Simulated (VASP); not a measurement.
B3C2, 5 atoms in the cell. The structure is hexagonal, space group P-6m2 (No. 187). Conventional cell: a = 2.729 Å, b = 2.729 Å, c = 7.080 Å, α = 90.00°, β = 90.00°, γ = 120.00°. Within 2.1 Å of B (site symmetry 3m) lie 3 C at 1.58 Å and 1 B at 1.65 Å. Within 2.3 Å of B (site symmetry -6m2) lie 2 B at 1.65 Å and 6 C at 2.27 Å. C (site symmetry 3m) has 3 B at 1.58 Å within 2.1 Å. The cell was built from a structure type or drawn by symmetry, and may not be a known phase.

* Program: VASP 6.6.1
* Task: single point
* Functional: PBE
* Potentials or basis: VASP PAW PBE potentials, release 64 (B, C)
* Cutoff: 520 eV
* k mesh: 6 × 6 × 4
* Occupations: gaussian, width 0.1 eV
* Spin: collinear spin
* Starting moments: [0.0, 0.0, 0.0, 1.0, 1.0] μB
* Dipole correction: no
* Further INCAR settings: ALGO = Normal; EDIFF = 1e-07; NBANDS = 20

Potentials or basis: VASP PAW PBE potentials, release 64 (B, C).

Command:

```sh
$ cat potpaw_PBE.64/B/POTCAR potpaw_PBE.64/C/POTCAR > POTCAR
$ mpirun -np 1 vasp_std > vasp.out
```

Hardware: 1 thread of AMD EPYC 7R13, with other jobs on the host.

**Question.** Estimate the wall time of this run.

**Answer.** Wall time 62 s on 1 thread of AMD EPYC 7R13 (shared host), peak memory 0.15 GiB. Counts: scf iterations 17, k points 21.
